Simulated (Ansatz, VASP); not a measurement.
## Rb3Ag: VASP beside Ansatz

```
Rb Ag
1.0
     6.05724    0.00000    0.00000
     0.00000    6.05724    0.00000
     0.00000    0.00000    6.05724
Rb Ag
3 1
Direct
  0.00000 0.50000 0.50000
  0.50000 0.00000 0.50000
  0.50000 0.50000 0.00000
  0.00000 0.00000 0.00000
```

Alike in both runs: functional r2SCAN; k mesh 8 × 8 × 8; occupations gaussian, width 0.1 eV; no spin polarisation.

Ansatz relaxed the structure, and its values are those at the end. VASP's run is a single point on that final structure, the one shown.

|  | VASP | Ansatz |
| --- | --- | --- |
| version | VASP 6.6.1 | Ansatz 0.2.0 |
| potentials or method | VASP PAW PBE potentials, release 64 (Rb_sv, Ag), cutoff 520 eV | scalar-relativistic, plane waves, PAW |
| valence electrons in the cell | 38 | 46 |

|  | VASP | Ansatz | Ansatz less VASP |
| --- | --- | --- | --- |
| gap on the k mesh at the Fermi level (eV) | none | none | - |
| pressure (GPa) | 0.0 | 0.0 | +0.01 |

VASP's potentials were made for PBE, not for r2SCAN. A gap of «none» marks a metal or a gap that the smearing closes. VASP's potentials hold 38 valence electrons a cell and Ansatz's 46, so a difference there can come from the potentials and not from the codes.
